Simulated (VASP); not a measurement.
Input of a VASP 6.6.1 run:

File INCAR:

```
PREC = Accurate
ENCUT = 520
EDIFF = 1E-7
ISMEAR = -1
SIGMA = 0.05
LREAL = F
LASPH = T
NELM = 80
ALGO = Normal
ISIF = 2
LWAVE = F
LCHARG = F
GGA = CA
NBANDS = 17
```

KPOINTS

```
Automatic mesh
0
Gamma
  7 7 7
```

Contents of POSCAR:

```
SnTe
1.0
    0.0000000000      3.5869093905      3.5869093905
    3.5869093905      0.0000000000      3.5869093905
    3.5869093905      3.5869093905      0.0000000000
Te Sn
1 1
Direct
    0.2500000000      0.2500000000      0.2500000000
    0.0000000000      0.0000000000      0.0000000000
```

Potentials or basis: VASP PAW LDA potentials, release 64 (Te, Sn_d).

Run with:

```bash
$ cat potpaw_LDA.64/Te/POTCAR potpaw_LDA.64/Sn_d/POTCAR > POTCAR
$ mpirun -np 1 vasp_std > vasp.out
```

Problem. What does it give for the band gap on the k mesh?

Solution. 0.21 eV (least direct gap 0.73 eV).

Problem. Estimate the pressure.

Solution. -1.8 GPa.

Caveat: spin-orbit coupling is left out, which moves the levels of the heavy elements; an odd mesh through Γ misses points on the zone boundary, where band edges can lie.
